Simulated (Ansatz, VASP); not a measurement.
This is a calculation of NiO for Ansatz 0.2.0.

input.yaml

```yaml
crystal:
  lattice:
    - [0.0, 2.0859016414, 2.0859016414]
    - [2.0859016414, 0.0, 2.0859016414]
    - [2.0859016414, 2.0859016414, 0.0]
  atoms:
    - { symbol: Ni, position: [0.0, 0.0, 0.0], spin: 1.0 }
    - { symbol: O, position: [0.5, 0.5, 0.5] }
kpoints:
  mp_grid: { grid: [11, 11, 11] }
scf:
  occupations: { method: fermi_dirac, width: 0.05 }
hamiltonian:
  xc: pbesol
  pseudopotentials: { kind: all_electron, lapw: { basis_error: 0.001 } }
magnetization:
  spin_polarized: true
output:
  forces: true
  stress: true
relax:
  f_tol: 0.005
  max_steps: 60
  cell: {}
```

Potentials or basis: all-electron LAPW, scalar-relativistic.

Command:

```sh
$ ansatz run input.yaml --threads 2 --pin off --max-ram 6144MiB --backend cpu --events-out ev --progress --plain --runs-dir out
```

Translate it to VASP 6.6.1. Potentials there: VASP PAW PBE potentials, release 64 (Ni, O).

As run (the cutoff follows the program's own potentials):

The input INCAR:

```
PREC = Accurate
ENCUT = 600
EDIFF = 1E-6
ISMEAR = -1
SIGMA = 0.05
LREAL = F
LASPH = T
NELM = 150
ALGO = Normal
ISIF = 3
LWAVE = F
LCHARG = F
ISPIN = 2
MAGMOM = 1 0
LORBIT = 11
LMAXMIX = 4
GGA = PS
IBRION = 2
NSW = 80
EDIFFG = -0.005
```

The input KPOINTS:

```
regular mesh
0
Gamma
  11 11 11
```

POSCAR

```
NiO
1.0
    0.0000000000      2.0859016414      2.0859016414
    2.0859016414      0.0000000000      2.0859016414
    2.0859016414      2.0859016414      0.0000000000
Ni O
1 1
Direct
    0.0000000000      0.0000000000      0.0000000000
    0.5000000000      0.5000000000      0.5000000000
```

Potentials or basis: VASP PAW PBE potentials, release 64 (Ni, O).

Launch:

```console
$ cat potpaw_PBE.64/Ni/POTCAR potpaw_PBE.64/O/POTCAR > POTCAR
$ mpirun -np 1 vasp_std > vasp.out
```

Both were run:

|  | VASP | Ansatz | Ansatz less VASP |
| --- | --- | --- | --- |
| net moment per atom (μB) | 0.62 | 0.66 | +0.041 |
| size of the moment on the site where the two differ most (μB) | 1.03 | 1.11 | +0.076 |
| relaxed volume (Å³/atom) | 8.71 | 8.74 | +0.026 |
| relaxed length of the cell vector where the two differ most in proportion (Å) | 2.910 | 2.913 | +0.0029 |

VASP's potentials were made for PBE, not for PBEsol. Site moments also hang on the region over which each program counts them. Ansatz ran all-electron here, and VASP with PAW potentials.
